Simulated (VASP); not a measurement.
CdS:

```
Cd S
1.0
     4.19732    0.00000    0.00000
    -2.09866    3.63498    0.00000
     0.00000    0.00000    6.83073
Cd S
2 2
Direct
  0.66667 0.33333 0.50026
  0.33333 0.66667 0.00026
  0.66667 0.33333 0.87674
  0.33333 0.66667 0.37674
```

- Program: VASP 6.6.1
- Task: relaxation of cell and atoms
- Functional: r2SCAN
- Potentials or basis: VASP PAW PBE potentials, release 64 (Cd, S)
- Cutoff: 600 eV
- k mesh: 6 × 6 × 4
- Occupations: fermi-dirac, width 0.02 eV
- Spin: no spin polarisation

At the start: pressure -1.2 GPa; volume 26.05 Å³/atom.

**Question.** Where does the relaxation end?

**Answer.** Over 3 steps the energy falls by 2.1 meV/atom and the volume is 25.51 Å³/atom (-2.1 %); space group P6_3mc (No. 186, to 0.1 Å) before and after.

The path:
```csv
step,energy change (eV),largest force (eV/Å),pressure (GPa),volume (Å³)
1,0.0000,0.0032,-1.21,104.22
2,-0.0073,0.0031,0.48,101.28
3,-0.0084,0.0032,0.00,102.05
```

Final structure:
```
CELL_PARAMETERS angstrom
4.16841 0.00000 0.00000
-2.08421 3.60995 0.00000
0.00000 0.00000 6.78145
ATOMIC_POSITIONS crystal
Cd 0.66667 0.33333 0.50024
Cd 0.33333 0.66667 0.00024
S 0.66667 0.33333 0.87676
S 0.33333 0.66667 0.37676
```

Caveat: the PAW data sets were made with another functional, which shifts forces and pressure a little.
